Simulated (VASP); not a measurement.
Here is a VASP 6.6.1 calculation.

The input INCAR:

```
SYSTEM = PtSe
  PREC = Accurate
  ENCUT = 520
  EDIFF = 1E-7
  ISMEAR = -1
  SIGMA = 0.05
  LREAL = .FALSE.
  LASPH = .TRUE.
  NELM = 60
  ALGO = Normal
  ISIF = 2
  LWAVE = .FALSE.
  LCHARG = .TRUE.
  GGA = PE
  LELF = .TRUE.
  LVHAR = .TRUE.
  NBANDS = 15
```

File KPOINTS:

```
Automatic mesh
0
G
  8 8 8
  0 0 0
```

The input POSCAR:

```
PtSe
1.0
    0.0000000000      2.8352365521      2.8352365521
    2.8352365521      0.0000000000      2.8352365521
    2.8352365521      2.8352365521      0.0000000000
Pt Se
1 1
Direct
    0.5000000000      0.5000000000      0.5000000000
    0.0000000000      0.0000000000      0.0000000000
```

Potentials or basis: VASP PAW PBE potentials, release 64 (Pt, Se).

Launch:

```console
$ cat potpaw_PBE.64/Pt/POTCAR potpaw_PBE.64/Se/POTCAR > POTCAR
$ mpirun -np 1 vasp_std > vasp.out
```

Q: Predict the band gap on the k mesh.

A: Zero (band 8 reaches 6.79 eV, above the bottom of band 9 at 3.54 eV).

Q: Predict the pressure.

A: -16.2 GPa.

Caveat: spin-orbit coupling is left out, which moves the levels of the heavy elements.
